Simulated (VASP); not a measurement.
Be:

```
Be
1.0
     2.28530    0.00000    0.00000
    -1.14265    1.97913    0.00000
     0.00000    0.00000    3.58420
Be
2
Cartesian
  0.0000 1.3194 0.8961
  1.1426 0.6597 2.6882
```

| Quantity | Value |
| --- | --- |
| Program | VASP 6.6.1 |
| Task | relaxation of volume and atoms at fixed shape |
| Functional | PBEsol |
| Potentials or basis | VASP PAW PBE potentials, release 64 (Be) |
| Cutoff | 600 eV |
| k mesh | 22 × 22 × 12 |
| Occupations | methfessel-paxton, width 0.02 eV |
| Spin | no spin polarisation |

At the start: pressure -3.6 GPa; volume 8.11 Å³/atom.

Task: Where does the relaxation end?

Result: Over 3 steps the energy falls by 2.8 meV/atom and the volume is 7.86 Å³/atom (-3.0 %); space group P6_3/mmc (No. 194, to 0.05 Å).

Step by step:
```csv
step,energy change (eV),largest force (eV/Å),pressure (GPa),volume (Å³)
1,0.0000,0.0000,-3.60,16.21
2,-0.0055,0.0000,-0.50,15.79
3,-0.0056,0.0000,-0.01,15.72
```

Final structure:
```xyz
2
Lattice="2.2622 0.0000 0.0000 -1.1311 1.9591 0.0000 0.0000 0.0000 3.5480" Properties=species:S:1:pos:R:3 pbc="T T T"
Be    0.0000    1.3061    0.8870
Be    1.1311    0.6530    2.6610
```

Caveat: the PAW data sets were made with another functional, which shifts forces and pressure a little.
